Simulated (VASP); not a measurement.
# MoS2: single point with PBE+D3(BJ)

MoS2:

```
CELL_PARAMETERS angstrom
-1.57657 -2.73071 0.00000
1.57657 -2.73071 0.00000
-1.57657 0.00000 17.74367
ATOMIC_POSITIONS crystal
Mo 0.57745 0.42255 0.84511
Mo 0.24881 0.41786 0.16905
Mo 0.41313 0.92021 0.50708
S 0.70242 0.29758 0.59516
S 0.86674 0.79993 0.93319
S 0.53810 0.79523 0.25713
S 0.79054 0.20946 0.41892
S 0.95486 0.71181 0.75695
S 0.62622 0.70711 0.08089
```

```yaml
Program: VASP 6.6.1
Task: single point
Functional: PBE
Dispersion: D3(BJ)
Potentials_or_basis: VASP PAW PBE potentials, release 64 (Mo_sv, S)
Cutoff: 500 eV
k_mesh: 10 × 10 × 2
Occupations: gaussian, width 0.05 eV
Spin: no spin polarisation
```

* Pressure: 0.8 GPa
* Largest force: 0.852 eV/Å
* Band gap on the k mesh: 0.54 eV (least direct gap 1.65 eV)
* Dispersion energy per atom: -0.447 eV

Forces on the atoms (eV/Å):
```
Mo   0.000 -0.074 -0.115
Mo   0.000  0.055  0.064
Mo   0.000  0.000  0.004
S    0.000  0.000 -0.017
S    0.000 -0.449 -0.695
S    0.000  0.007  0.003
S    0.000  0.000  0.012
S    0.000  0.015  0.017
S    0.000  0.445  0.727
```

Stress tensor (GPa, compression positive):
```
-0.18  0.00  0.00
 0.00  0.35  1.58
 0.00  1.58  2.32
```

Levels at points of the mesh, in eV from the valence-band top:
```csv
k point,band 37,band 38,band 39,band 40,band 41,band 42
"(0.00, 0.00, 0.00)",-1.14,-0.35,-0.02,1.65,1.71,1.76
"(0.50, 0.00, 0.00)",-1.84,-1.63,-1.26,1.30,1.35,1.38
"(0.00, 0.50, 0.00)",-1.79,-1.66,-1.26,1.30,1.35,1.38
"(0.50, 0.50, 0.00)",-1.81,-1.67,-1.38,1.29,1.34,1.39
"(0.00, 0.00, 0.50)",-0.75,-0.52,0.00,1.65,1.72,1.76
"(0.50, 0.00, 0.50)",-1.79,-1.66,-1.26,1.30,1.35,1.38
"(0.00, 0.50, 0.50)",-1.84,-1.63,-1.26,1.30,1.35,1.38
"(0.50, 0.50, 0.50)",-1.87,-1.64,-1.39,1.29,1.35,1.38
```

Run time: 28 min on 1 thread of AMD EPYC 7R13, on a shared host, peak memory 0.61 GiB.

A k mesh can miss the band edges.
